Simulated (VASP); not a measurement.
# Sb (Fd-3m) in VASP: relaxation of cell and atoms with PBEsol

Aim: the relaxation of cell and atoms of Sb with PBEsol.

All numbers are computed with VASP 6.6.1; they aren't measurements. Logs are shortened: lines on timing, memory, paths and dates and some standing lists are left out, and cuts for length are marked.

## 1. The cell of the first run

It takes space group Fd-3m (No. 227, cubic). The conventional cell has a = 6.866 Å, b = 6.866 Å, c = 6.866 Å, α = 90.00°, β = 90.00°, γ = 90.00°. Within 3.9 Å of Sb (site symmetry -43m) lie 4 Sb at 2.97 Å.

This isn't the form of Sb at room conditions, which is rhombohedral.

## 2. Relaxation of cell and atoms, PBEsol

INCAR reads:

```
PREC = Accurate ; ENCUT = 600
EDIFF = 1E-6 ; ISMEAR = 0
SIGMA = 0.1 ; LREAL = F
LASPH = T ; NELM = 80
ALGO = Normal ; ISIF = 3
LWAVE = F ; LCHARG = F
GGA = PS ; IBRION = 2
NSW = 80 ; EDIFFG = -0.01
```

KPOINTS reads:

```
regular mesh
0
Gamma
  10 10 10
```

POSCAR reads:

```
Sb
1.0
    0.0000000000      3.4329489801      3.4329489801
    3.4329489801      0.0000000000      3.4329489801
    3.4329489801      3.4329489801      0.0000000000
Sb
2
Direct
    0.0000000000      0.0000000000      0.0000000000
    0.2500000000      0.2500000000      0.2500000000
```

Potentials or basis: VASP PAW PBE potentials, release 64 (Sb).

Started as:

```bash
$ cat potpaw_PBE.64/Sb/POTCAR > POTCAR
$ mpirun -np 1 vasp_std > vasp.out
```

OUTCAR:

```text
PREC = Accurate
   ENCUT = 600
   EDIFF = 1E-6
   ISMEAR = 0
   LREAL = F
   LASPH = T
   NELM = 80
   ISIF = 3
   GGA = PS
   IBRION = 2
   NSW = 80
   EDIFFG = -0.01

 ion  position               nearest neighbor table
   1  0.000  0.000  0.000-   2 2.97   2 2.97   2 2.97   2 2.97
   2  0.250  0.250  0.250-   1 2.97   1 2.97   1 2.97   1 2.97

  LATTYP: Found a face centered cubic cell.
 ALAT       =     6.8658979602

  Lattice vectors:

 A1 = (   0.0000000000,   3.4329489801,   3.4329489801)
 A2 = (   3.4329489801,   0.0000000000,   3.4329489801)
 A3 = (   3.4329489801,   3.4329489801,   0.0000000000)

Analysis of symmetry for initial positions (statically):
=====================================================================
 Subroutine PRICEL returns:
 Original cell was already a primitive cell.

 Routine SETGRP: Setting up the symmetry group for a
 face centered cubic supercell.

 Subroutine GETGRP returns: Found 48 space group operations
 (whereof 24 operations were pure point group operations)
 out of a pool of 48 trial point group operations.

The static configuration has the point symmetry T_d .
 The point group associated with its full space group is O_h .

Analysis of symmetry for dynamics (positions and initial velocities):
=====================================================================
 Subroutine PRICEL returns:
 Original cell was already a primitive cell.

 Routine SETGRP: Setting up the symmetry group for a
 face centered cubic supercell.

 Subroutine GETGRP returns: Found 48 space group operations
 (whereof 24 operations were pure point group operations)
 out of a pool of 48 trial point group operations.

The dynamic configuration has the point symmetry T_d .
 The point group associated with its full space group is O_h .

 Subroutine INISYM returns: Found 48 space group operations
 (whereof 24 operations are pure point group operations),
 and found     1 'primitive' translations

----------------------------------------------------------------------------------------

                                     Primitive cell

  volume of cell :      80.9156

  direct lattice vectors                    reciprocal lattice vectors
     0.000000000  3.432948980  3.432948980    -0.145647373  0.145647373  0.145647373
     3.432948980  0.000000000  3.432948980     0.145647373 -0.145647373  0.145647373
     3.432948980  3.432948980  0.000000000     0.145647373  0.145647373 -0.145647373

  length of vectors
     4.854923007  4.854923007  4.854923007     0.252268650  0.252268650  0.252268650

  position of ions in fractional coordinates (direct lattice)
     0.000000000  0.000000000  0.000000000
     0.250000000  0.250000000  0.250000000

  ion indices of the primitive-cell ions
   primitive index   ion index
                 1           1
                 2           2

----------------------------------------------------------------------------------------

 KPOINTS: regular mesh

Automatic generation of k-mesh.
 Grid dimensions read from file:
 generate k-points for:   10   10   10

 Generating k-lattice:

  Cartesian coordinates                     Fractional coordinates (reciprocal lattice)
    -0.014564737  0.014564737  0.014564737     0.100000000  0.000000000  0.000000000
     0.014564737 -0.014564737  0.014564737     0.000000000  0.100000000  0.000000000
     0.014564737  0.014564737 -0.014564737     0.000000000  0.000000000  0.100000000

  Length of vectors
     0.025226865  0.025226865  0.025226865

  Shift w.r.t. Gamma in fractional coordinates (k-lattice)
     0.000000000  0.000000000  0.000000000

 Subroutine IBZKPT returns following result:
 ===========================================

 Found     47 irreducible k-points:

 Following reciprocal coordinates:
            Coordinates               Weight
  0.000000  0.000000  0.000000      1.000000
  0.100000  0.000000  0.000000      8.000000
  0.200000  0.000000  0.000000      8.000000
  0.300000  0.000000  0.000000      8.000000
  0.400000  0.000000  0.000000      8.000000
  0.500000  0.000000  0.000000      4.000000
[... 16 lines left out ...]
  0.300000  0.300000  0.000000      6.000000
  0.400000  0.300000  0.000000     24.000000
 [... further k-points ...]
   k-points           NKPTS =     47   k-points in BZ     NKDIM =     47   number of bands    NBANDS=      9
   number of dos      NEDOS =    301   number of ions     NIONS =      2
   total plane-waves  NPLWV =  64000
   dimension x,y,z NGX =    40 NGY =   40 NGZ =   40
   dimension x,y,z NGXF=    80 NGYF=   80 NGZF=   80
   ions per type =               2
   NGX,Y,Z   is equivalent  to a cutoff of  13.70, 13.70, 13.70 a.u.
   NGXF,Y,Z  is equivalent  to a cutoff of  27.39, 27.39, 27.39 a.u.
 SYSTEM =  unknown system
   PREC   = accura    normal or accurate (medium, high low for compatibility)
   ISTART =      0    job   : 0-new  1-cont  2-samecut
   ICHARG =      2    charge: 1-file 2-atom 10-const
   ISPIN  =      1    spin polarized calculation?
   LNONCOLLINEAR =      F non collinear calculations
   LSORBIT =      F    spin-orbit coupling
   LASPH  =      T    aspherical Exc in radial PAW
   ENCUT  =  600.0 eV  44.10 Ry    6.64 a.u.   9.70  9.70  9.70*2*pi/ulx,y,z
   NELM   =     80;   NELMIN=  2; NELMDL= -5     # of ELM steps
   EDIFF  = 0.1E-05   stopping-criterion for ELM
   LREAL  =      F    real-space projection
   EDIFFG = -.1E-01   stopping-criterion for IOM
   NSW    =     80    number of steps for IOM
   IBRION =      2    ionic relax: 0-MD 1-quasi-New 2-CG
   NFREE  =      1    steps in history (QN), initial steepest desc. (CG)
   ISIF   =      3    stress and relaxation
   ISYM   =      2    0-nonsym 1-usesym 2-fastsym
   POTIM  = 0.5000    time-step for ionic-motion
   TEBEG  =    0.0;   TEEND  =   0.0 temperature during run
   PSTRESS=    0.0 pullay stress
   NELECT =      10.0000    total number of electrons
   NUPDOWN=      -1.0000    fix difference up-down
   EMIN   =  10.00;   EMAX   =-10.00  energy-range for DOS
   EFERMI =   0.00;   METHOD = LEGACY
   ISMEAR =     0;   SIGMA  =   0.10  broadening in eV -4-tet -1-fermi 0-gaus
   EFERMI_NEDOS =   21; number of points for ismear=-14 and -15
   IALGO  =     38    algorithm
   IMIX   =      4    mixing-type and parameters
     AMIX     =   0.40;   BMIX     =  1.00
     AMIX_MAG =   1.60;   BMIX_MAG =  1.00
  volume/ion in A,a.u.               =      40.46       273.02
  Fermi-wavevector in a.u.,A,eV,Ry     =   0.815450  1.540978  9.047318  0.664959
  Thomas-Fermi vector in A             =   1.925540
   LORBIT       =      0    0 simple, 1 ext, 2 COOP (PROOUT), +10 PAW based schemes
   GGA     = PS    functional components
   LHFCALC =     F    Hartree Fock is set to
   AEXX    =    0.0000 exact exchange contribution
   IVDW    =     0    specifies the selected vdW correction
   LEPSILON=     F    determine dielectric tensor
   LRPA    =     F    only Hartree local field effects (RPA)
 conjugate gradient relaxation of ions
 non-spin polarized calculation
 Gauss-broadening in eV      SIGMA  =   0.10
  energy-cutoff  :      600.00
  volume of cell :       80.92
 maximum number of plane-waves:      2733
   NGX = 19   NGY = 19   NGZ = 19

--------------------------------------- Ionic step        1  -------------------------------------------

 number of electron      10.0000000 magnetization

 Free energy of the ion-electron system (eV)
  ---------------------------------------------------
  ext. energy  EPLUGINS =         0.00000000
  ---------------------------------------------------
  free energy    TOTEN  =        -8.32655158 eV

  energy without entropy =       -8.31625974  energy(sigma->0) =       -8.32140566

------------------------ aborting loop because EDIFF is reached ----------------------------------------

  FORCE on cell =-STRESS in cart. coord.  units (eV):
  Direction    XX          YY          ZZ          XY          YZ          ZX
  --------------------------------------------------------------------------------------
  -------------------------------------------------------------------------------------
  Total        0.1102132      0.1102132      0.1102132     -0.0000000     -0.0000000      0.0000000
  in kB        2.1822878      2.1822878      2.1822878     -0.0000000     -0.0000000      0.0000000
  external PRESSURE =       2.1822878 kB  Pullay stress =       0.0000000 kB

 VOLUME and BASIS-vectors are now :
 -----------------------------------------------------------------------------
  energy-cutoff  :      600.00
  volume of cell :       80.92
      direct lattice vectors                 reciprocal lattice vectors
     0.000000000  3.432948980  3.432948980    -0.145647373  0.145647373  0.145647373
     3.432948980  0.000000000  3.432948980     0.145647373 -0.145647373  0.145647373
     3.432948980  3.432948980  0.000000000     0.145647373  0.145647373 -0.145647373
[... 37 lines left out ...]
 POSITION                                       TOTAL-FORCE (eV/Angst)
 -----------------------------------------------------------------------------------
      6.88415      6.88415      6.88415        -0.000000     -0.000000      0.000000
      1.72104      1.72104      1.72104         0.000000      0.000000     -0.000000
 -----------------------------------------------------------------------------------
    total drift:                               -0.000000      0.000000      0.000000

  FREE ENERGIE OF THE ION-ELECTRON SYSTEM (eV)
  ---------------------------------------------------
  free  energy   TOTEN  =        -8.3268518059 eV

  energy  without entropy=       -8.3166635710  energy(sigma->0) =       -8.32175769

--------------------------------------- Ionic step        3  -------------------------------------------

 number of electron      10.0000000 magnetization

 Free energy of the ion-electron system (eV)
  ---------------------------------------------------
  ext. energy  EPLUGINS =         0.00000000
  ---------------------------------------------------
  free energy    TOTEN  =        -8.32688374 eV

  energy without entropy =       -8.31667007  energy(sigma->0) =       -8.32177690

 E-fermi :   4.0585     XC(G=0):  -8.2180

 val. band max:        4.0499917683   @ k =   0.5000   0.4000   0.1000
 cond. band min:       4.0599885943   @ k =   0.4000   0.3000   0.0000
 fundamental gap:      0.0099968260
 Fermi energy:         4.0585166039

 k-point     1 :       0.0000    0.0000    0.0000
  band No.  band energies     occupation
      1      -7.5628      2.00000
      2      -1.0342      2.00000
      3       2.3284      2.00000
      4       2.3284      2.00000
      5       2.3284      2.00000
      6       4.6527      0.00000
      7       4.6527      0.00000
      8       4.6527      0.00000
      9       7.9602      0.00000

 k-point     2 :       0.1000    0.0000    0.0000
  band No.  band energies     occupation
      1      -7.4907      2.00000
      2      -1.3679      2.00000
      3       2.2141      2.00000
      4       2.2141      2.00000
      5       2.3599      2.00000
      6       4.8176      0.00000
      7       4.8176      0.00000
      8       4.8402      0.00000
      9       8.3263      0.00000
[... 253 lines left out ...]
 k-point    24 :       0.4000    0.3000    0.0000
  band No.  band energies     occupation
      1      -6.3820      2.00000
      2      -3.9347      2.00000
      3       0.7154      2.00000
      4       0.8877      2.00000
      5       3.7061      2.00000
      6       4.0600      0.98339
      7       7.2647      0.00000
      8       7.4300      0.00000
      9       9.1750      0.00000

 [... further k-points ...]

------------------------ aborting loop because EDIFF is reached ----------------------------------------

  FORCE on cell =-STRESS in cart. coord.  units (eV):
  Direction    XX          YY          ZZ          XY          YZ          ZX
  --------------------------------------------------------------------------------------
  -------------------------------------------------------------------------------------
  Total        0.0005968      0.0005968      0.0005968     -0.0000000      0.0000000      0.0000000
  in kB        0.0117465      0.0117465      0.0117465     -0.0000000      0.0000000      0.0000000
  external PRESSURE =       0.0117465 kB  Pullay stress =       0.0000000 kB

 VOLUME and BASIS-vectors are now :
 -----------------------------------------------------------------------------
  energy-cutoff  :      600.00
  volume of cell :       81.41
      direct lattice vectors                 reciprocal lattice vectors
    -0.000000000  3.439877559  3.439877559    -0.145354011  0.145354011  0.145354011
     3.439877559 -0.000000000  3.439877559     0.145354011 -0.145354011  0.145354011
     3.439877559  3.439877559 -0.000000000     0.145354011  0.145354011 -0.145354011

 POSITION                                       TOTAL-FORCE (eV/Angst)
 -----------------------------------------------------------------------------------
      0.00000      0.00000      0.00000         0.000000      0.000000      0.000000
      1.71994      1.71994      1.71994        -0.000000     -0.000000     -0.000000
 -----------------------------------------------------------------------------------
    total drift:                               -0.000000     -0.000000      0.000000

  FREE ENERGIE OF THE ION-ELECTRON SYSTEM (eV)
  ---------------------------------------------------
  free  energy   TOTEN  =        -8.3268837367 eV

  energy  without entropy=       -8.3166700665  energy(sigma->0) =       -8.32177690

 reached required accuracy - stopping structural energy minimisation
```

Wall time 56 s (1 thread of Oxide Virtual Turin-like, shared host); peak memory 0.22 GiB.

Results:

```yaml
Free_energy: -8.3269 eV
Relaxed_volume: 40.70 Å³/atom
Relaxed_cell: a = 4.865 Å, b = 4.865 Å, c = 4.865 Å, α = 60.00°, β = 60.00°, γ = 60.00°
Space_group_after_relaxing_to_0.1_Å: Fd-3m (No. 227)
Energy_gained_by_relaxing: 0.2 meV/atom
Ionic_steps: 3
Pressure_after_relaxing: 0.0 GPa
Band_gap_on_the_k_mesh: zero (bands 5 and 6 overlap by 1.18 eV)
```

The path:
| step | energy change (eV) | largest force (eV/Å) | pressure (GPa) | volume (Å³) |
| --- | --- | --- | --- | --- |
| 1 | 0.0000 | 0.0000 | 0.22 | 80.92 |
| 2 | -0.0003 | 0.0000 | -0.07 | 81.56 |
| 3 | -0.0003 | 0.0000 | 0.00 | 81.41 |

Final structure:
```
CELL_PARAMETERS angstrom
0.00000 3.43988 3.43988
3.43988 0.00000 3.43988
3.43988 3.43988 0.00000
ATOMIC_POSITIONS crystal
Sb 0.00000 0.00000 0.00000
Sb 0.25000 0.25000 0.25000
```

Levels at points of the mesh, in eV from the Fermi level:
| k point | band 3 | band 4 | band 5 | band 6 | band 7 | band 8 |
| --- | --- | --- | --- | --- | --- | --- |
| (0.00, 0.00, 0.00) | -1.73 | -1.73 | -1.73 | 0.59 | 0.59 | 0.59 |
| (0.50, 0.00, 0.00) | -2.54 | -2.54 | -2.19 | 1.66 | 1.66 | 4.26 |
| (0.50, 0.50, 0.00) | -3.44 | -3.44 | -0.44 | -0.44 | 4.46 | 4.46 |

Caveat: the PAW data sets were made with another functional, which shifts forces and pressure a little; spin-orbit coupling is left out, which moves the levels of the heavy elements.
